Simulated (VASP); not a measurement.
# LiH (Fm-3m) in VASP: a series of runs

The runs below take LiH through single point, with r2SCAN.

All numbers are computed with VASP 6.6.1; they aren't measurements. Logs are shortened: lines on timing, memory, paths and dates and some standing lists are left out, and cuts for length are marked.

## Step 1: The cell of the first run

Symmetry: Fm-3m, No. 225, cubic system. The conventional cell has a = 3.976 Å, b = 3.976 Å, c = 3.976 Å, α = 90.00°, β = 90.00°, γ = 90.00°. Li (site symmetry m-3m) has 6 H at 1.99 Å within 2.6 Å. H (site symmetry m-3m) has 6 Li at 1.99 Å within 2.6 Å.

## Step 2: Single point, r2SCAN

POSCAR reads:

```
LiH
1.0
    0.0000000000      1.9880513100      1.9880513100
    1.9880513100      0.0000000000      1.9880513100
    1.9880513100      1.9880513100      0.0000000000
Li H
1 1
Direct
    0.0000000000      0.0000000000      0.0000000000
    0.5000000000      0.5000000000      0.5000000000
```

INCAR.step1 reads:

```
SYSTEM = LiH
ALGO = Normal
EDIFF = 1E-4
ENCUT = 520
GGA = PE
ISMEAR = -1
LASPH = .TRUE.
LCHARG = .FALSE.
LREAL = .FALSE.
LWAVE = .TRUE.
NBANDS = 9
NELM = 100
PREC = Accurate
SIGMA = 0.02
```

INCAR.step2 reads:

```
SYSTEM = LiH
ALGO = Normal
EDIFF = 1E-6
ENCUT = 520
ISIF = 2
ISMEAR = -1
ISTART = 1
LASPH = .TRUE.
LCHARG = .FALSE.
LMIXTAU = .TRUE.
LREAL = .FALSE.
LWAVE = .FALSE.
METAGGA = R2SCAN
NBANDS = 9
NELM = 100
PREC = Accurate
SIGMA = 0.02
```

KPOINTS reads:

```
k-points
0
G
  12 12 12
  0 0 0
```

Potentials or basis: VASP PAW PBE potentials, release 64 (Li_sv, H).

The run is started by

```bash
> cat potpaw_PBE.64/Li_sv/POTCAR potpaw_PBE.64/H/POTCAR > POTCAR
> cp INCAR.step1 INCAR
> mpirun -np 1 vasp_std > vasp.out
> cp INCAR.step2 INCAR
> mpirun -np 1 vasp_std > vasp.out
```

OUTCAR:

```text
SYSTEM = LiH
   EDIFF = 1E-6
   ENCUT = 520
   ISIF = 2
   ISMEAR = -1
   ISTART = 1
   LASPH = .TRUE.
   LREAL = .FALSE.
   METAGGA = R2SCAN
   NELM = 100
   PREC = Accurate

 ion  position               nearest neighbor table
   1  0.000  0.000  0.000-
   2  0.500  0.500  0.500-

  LATTYP: Found a face centered cubic cell.
 ALAT       =     3.9761026200

  Lattice vectors:

 A1 = (   0.0000000000,   1.9880513100,   1.9880513100)
 A2 = (   1.9880513100,   0.0000000000,   1.9880513100)
 A3 = (   1.9880513100,   1.9880513100,   0.0000000000)

Analysis of symmetry for initial positions (statically):
=====================================================================
 Subroutine PRICEL returns:
 Original cell was already a primitive cell.

 Routine SETGRP: Setting up the symmetry group for a
 face centered cubic supercell.

 Subroutine GETGRP returns: Found 48 space group operations
 (whereof 48 operations were pure point group operations)
 out of a pool of 48 trial point group operations.

The static configuration has the point symmetry O_h .

Analysis of symmetry for dynamics (positions and initial velocities):
=====================================================================
 Subroutine PRICEL returns:
 Original cell was already a primitive cell.

 Routine SETGRP: Setting up the symmetry group for a
 face centered cubic supercell.

 Subroutine GETGRP returns: Found 48 space group operations
 (whereof 48 operations were pure point group operations)
 out of a pool of 48 trial point group operations.

The dynamic configuration has the point symmetry O_h .

 Subroutine INISYM returns: Found 48 space group operations
 (whereof 48 operations are pure point group operations),
 and found     1 'primitive' translations

----------------------------------------------------------------------------------------

                                     Primitive cell

  volume of cell :      15.7149

  direct lattice vectors                    reciprocal lattice vectors
     0.000000000  1.988051310  1.988051310    -0.251502563  0.251502563  0.251502563
     1.988051310  0.000000000  1.988051310     0.251502563 -0.251502563  0.251502563
     1.988051310  1.988051310  0.000000000     0.251502563  0.251502563 -0.251502563

  length of vectors
     2.811529125  2.811529125  2.811529125     0.435615217  0.435615217  0.435615217

  position of ions in fractional coordinates (direct lattice)
     0.000000000  0.000000000  0.000000000
     0.500000000  0.500000000  0.500000000

  ion indices of the primitive-cell ions
   primitive index   ion index
                 1           1
                 2           2

----------------------------------------------------------------------------------------

 KPOINTS: k-points

Automatic generation of k-mesh.
 Grid dimensions read from file:
 generate k-points for:   12   12   12

 Generating k-lattice:

  Cartesian coordinates                     Fractional coordinates (reciprocal lattice)
    -0.020958547  0.020958547  0.020958547     0.083333333  0.000000000  0.000000000
     0.020958547 -0.020958547  0.020958547     0.000000000  0.083333333  0.000000000
     0.020958547  0.020958547 -0.020958547     0.000000000  0.000000000  0.083333333

  Length of vectors
     0.036301268  0.036301268  0.036301268

  Shift w.r.t. Gamma in fractional coordinates (k-lattice)
     0.000000000  0.000000000  0.000000000

 Subroutine IBZKPT returns following result:
 ===========================================

 Found     72 irreducible k-points:

 Following reciprocal coordinates:
            Coordinates               Weight
  0.000000  0.000000  0.000000      1.000000
  0.083333  0.000000  0.000000      8.000000
  0.166667  0.000000  0.000000      8.000000
  0.250000  0.000000  0.000000      8.000000
  0.333333  0.000000  0.000000      8.000000
  0.416667  0.000000  0.000000      8.000000
[... 16 lines left out ...]
  0.500000  0.166667  0.000000     24.000000
 -0.416667  0.166667  0.000000     24.000000
 [... further k-points ...]
   k-points           NKPTS =     72   k-points in BZ     NKDIM =     72   number of bands    NBANDS=      9
   number of dos      NEDOS =    301   number of ions     NIONS =      2
   total plane-waves  NPLWV =  13824
   dimension x,y,z NGX =    24 NGY =   24 NGZ =   24
   dimension x,y,z NGXF=    48 NGYF=   48 NGZF=   48
   ions per type =               1   1
   NGX,Y,Z   is equivalent  to a cutoff of  14.19, 14.19, 14.19 a.u.
   NGXF,Y,Z  is equivalent  to a cutoff of  28.38, 28.38, 28.38 a.u.
 SYSTEM =  LiH
   PREC   = accura    normal or accurate (medium, high low for compatibility)
   ISTART =      1    job   : 0-new  1-cont  2-samecut
   ICHARG =      0    charge: 1-file 2-atom 10-const
   ISPIN  =      1    spin polarized calculation?
   LNONCOLLINEAR =      F non collinear calculations
   LSORBIT =      F    spin-orbit coupling
   LASPH  =      T    aspherical Exc in radial PAW
   ENCUT  =  520.0 eV  38.22 Ry    6.18 a.u.   5.23  5.23  5.23*2*pi/ulx,y,z
   NELM   =    100;   NELMIN=  2; NELMDL=  0     # of ELM steps
   EDIFF  = 0.1E-05   stopping-criterion for ELM
   LREAL  =      F    real-space projection
   EDIFFG = 0.1E-04   stopping-criterion for IOM
   NSW    =      0    number of steps for IOM
   IBRION =     -1    ionic relax: 0-MD 1-quasi-New 2-CG
   NFREE  =      0    steps in history (QN), initial steepest desc. (CG)
   ISIF   =      2    stress and relaxation
   ISYM   =      2    0-nonsym 1-usesym 2-fastsym
   POTIM  = 0.5000    time-step for ionic-motion
   TEBEG  =    0.0;   TEEND  =   0.0 temperature during run
   PSTRESS=    0.0 pullay stress
   NELECT =       4.0000    total number of electrons
   NUPDOWN=      -1.0000    fix difference up-down
   EMIN   =  10.00;   EMAX   =-10.00  energy-range for DOS
   EFERMI =   0.00;   METHOD = LEGACY
   ISMEAR =    -1;   SIGMA  =   0.02  broadening in eV -4-tet -1-fermi 0-gaus
   EFERMI_NEDOS =   21; number of points for ismear=-14 and -15
   IALGO  =     38    algorithm
   IMIX   =      4    mixing-type and parameters
     AMIX     =   0.40;   BMIX     =  1.00
     AMIX_MAG =   1.60;   BMIX_MAG =  1.00
  volume/ion in A,a.u.               =       7.86        53.02
  Fermi-wavevector in a.u.,A,eV,Ry     =   1.037506  1.960602 14.645563  1.076418
  Thomas-Fermi vector in A             =   2.171947
   LORBIT       =      0    0 simple, 1 ext, 2 COOP (PROOUT), +10 PAW based schemes
   METAGGA = R2SCAN    functional components
   LHFCALC =     F    Hartree Fock is set to
   AEXX    =    0.0000 exact exchange contribution
   IVDW    =     0    specifies the selected vdW correction
   LEPSILON=     F    determine dielectric tensor
   LRPA    =     F    only Hartree local field effects (RPA)
 non-spin polarized calculation
  energy-cutoff  :      520.00
  volume of cell :       15.71
 maximum number of plane-waves:       444
 NGX is ok and might be reduce to    24
   NGX = 11   NGY = 11   NGZ = 11

 number of electron       3.9999997 magnetization

 Free energy of the ion-electron system (eV)
  ---------------------------------------------------
  ext. energy  EPLUGINS =         0.00000000
  ---------------------------------------------------
  free energy    TOTEN  =        -6.81698595 eV

  energy without entropy =       -6.81698595  energy(sigma->0) =       -6.81698595

 E-fermi :   0.4235     XC(G=0):  -8.9095

 val. band max:       -0.0719252918   @ k =   0.5000   0.5000   0.0000
 cond. band min:       3.4935863219   @ k =   0.5000   0.5000   0.0000
 fundamental gap:      3.5655116137
 Fermi energy:         0.4235372348

 k-point     1 :       0.0000    0.0000    0.0000
  band No.  band energies     occupation
      1     -45.7866      2.00000
      2      -5.6117      2.00000
      3      17.8975      0.00000
      4      19.5961      0.00000
      5      19.5961      0.00000
      6      19.5967      0.00000
      7      24.0557      0.00000
      8      24.0557      0.00000
      9      24.0558      0.00000

 k-point     2 :       0.0833    0.0000    0.0000
  band No.  band energies     occupation
      1     -45.7834      2.00000
      2      -5.4855      2.00000
      3      16.5753      0.00000
      4      18.8203      0.00000
      5      19.2530      0.00000
      6      19.2534      0.00000
      7      23.7641      0.00000
      8      24.7788      0.00000
      9      24.7789      0.00000

 k-point     3 :       0.1667    0.0000    0.0000
  band No.  band energies     occupation
      1     -45.7744      2.00000
      2      -5.1131      2.00000
      3      13.6663      0.00000
      4      17.6855      0.00000
      5      18.6462      0.00000
      6      18.6466      0.00000
      7      24.4574      0.00000
      8      25.6273      0.00000
      9      25.6275      0.00000

 k-point     4 :       0.2500    0.0000    0.0000
  band No.  band energies     occupation
      1     -45.7621      2.00000
      2      -4.5217      2.00000
      3      10.6887      0.00000
      4      16.6306      0.00000
      5      18.1976      0.00000
      6      18.1981      0.00000
      7      23.6219      0.00000
      8      23.6221      0.00000
      9      25.7188      0.00000

 k-point     5 :       0.3333    0.0000    0.0000
  band No.  band energies     occupation
      1     -45.7498      2.00000
      2      -3.7869      2.00000
      3       8.1502      0.00000
      4      15.7969      0.00000
      5      18.0401      0.00000
      6      18.0405      0.00000
      7      21.8492      0.00000
      8      21.8493      0.00000
      9      27.3162      0.00000

 k-point     6 :       0.4167    0.0000    0.0000
  band No.  band energies     occupation
      1     -45.7408      2.00000
      2      -3.0916      2.00000
      3       6.3470      0.00000
      4      15.2694      0.00000
      5      18.1642      0.00000
      6      18.1647      0.00000
      7      20.5474      0.00000
      8      20.5474      0.00000
      9      28.9549      0.00000
[... 169 lines left out ...]
 k-point    21 :       0.3333    0.1667    0.0000
  band No.  band energies     occupation
      1     -45.7502      2.00000
      2      -3.7734      2.00000
      3       9.7398      0.00000
      4      13.2594      0.00000
      5      14.7215      0.00000
      6      19.1490      0.00000
      7      21.8900      0.00000
      8      26.0008      0.00000
      9      27.8772      0.00000

 k-point    22 :       0.4167    0.1667    0.0000
  band No.  band energies     occupation
      1     -45.7402      2.00000
      2      -2.9874      2.00000
      3       7.4769      0.00000
      4      12.2131      0.00000
      5      14.6736      0.00000
      6      18.4511      0.00000
      7      23.8969      0.00000
      8      26.1929      0.00000
      9      26.2538      0.00000

 k-point    23 :       0.5000    0.1667    0.0000
  band No.  band energies     occupation
      1     -45.7339      2.00000
      2      -2.3466      2.00000
      3       6.0211      0.00000
      4      11.5068      0.00000
      5      15.0228      0.00000
      6      17.8671      0.00000
      7      24.8685      0.00000
      8      25.1313      0.00000
      9      28.0027      0.00000

 k-point    24 :      -0.4167    0.1667    0.0000
  band No.  band energies     occupation
      1     -45.7331      2.00000
      2      -2.2532      2.00000
      3       5.8354      0.00000
      4      11.1407      0.00000
      5      15.7687      0.00000
      6      17.5093      0.00000
      7      23.9118      0.00000
      8      25.9081      0.00000
      9      30.0092      0.00000

 [... further k-points ...]
[... 5 lines left out ...]
  --------------------------------------------------------------------------------------
  -------------------------------------------------------------------------------------
  Total        0.0346681      0.0346681      0.0346681      0.0000000     -0.0000000      0.0000000
  in kB        3.5344958      3.5344958      3.5344958      0.0000000     -0.0000000      0.0000000
  external PRESSURE =       3.5344958 kB  Pullay stress =       0.0000000 kB

 VOLUME and BASIS-vectors are now :
 -----------------------------------------------------------------------------
  energy-cutoff  :      520.00
  volume of cell :       15.71
      direct lattice vectors                 reciprocal lattice vectors
     0.000000000  1.988051310  1.988051310    -0.251502563  0.251502563  0.251502563
     1.988051310  0.000000000  1.988051310     0.251502563 -0.251502563  0.251502563
     1.988051310  1.988051310  0.000000000     0.251502563  0.251502563 -0.251502563

 POSITION                                       TOTAL-FORCE (eV/Angst)
 -----------------------------------------------------------------------------------
      0.00000      0.00000      0.00000         0.000000      0.000000     -0.000000
      1.98805      1.98805      1.98805        -0.000000     -0.000000      0.000000
 -----------------------------------------------------------------------------------
    total drift:                                0.000000     -0.000000     -0.000000

  FREE ENERGIE OF THE ION-ELECTRON SYSTEM (eV)
  ---------------------------------------------------
  free  energy   TOTEN  =        -6.8169859479 eV

  energy  without entropy=       -6.8169859479  energy(sigma->0) =       -6.81698595
```

Run time: 24 s. Hardware: 1 thread of Intel Xeon 6975P-C, shared host; peak memory 0.14 GiB.

Results:

```yaml
Free_energy: -6.8170 eV
Band_gap_on_the_k_mesh: 3.57 eV, direct
```

Levels at points of the mesh, in eV from the valence-band top:
```tsv
k point	band 1	band 2	band 3	band 4	band 5	band 6
(0.00, 0.00, 0.00)	-45.71	-5.54	17.97	19.67	19.67	19.67
(0.50, 0.00, 0.00)	-45.67	-2.71	5.74	15.16	18.40	18.40
(0.50, 0.50, 0.00)	-45.65	0.00	3.57	11.87	11.87	15.20
```

Caveat: the cutoff is under 1.25 times the usual one of these potentials, so pressure, stress and relaxed cells hold a basis-set (Pulay) error; the PAW data sets were made with another functional, which shifts forces and pressure a little.

(Continued in part 2 of 2.)
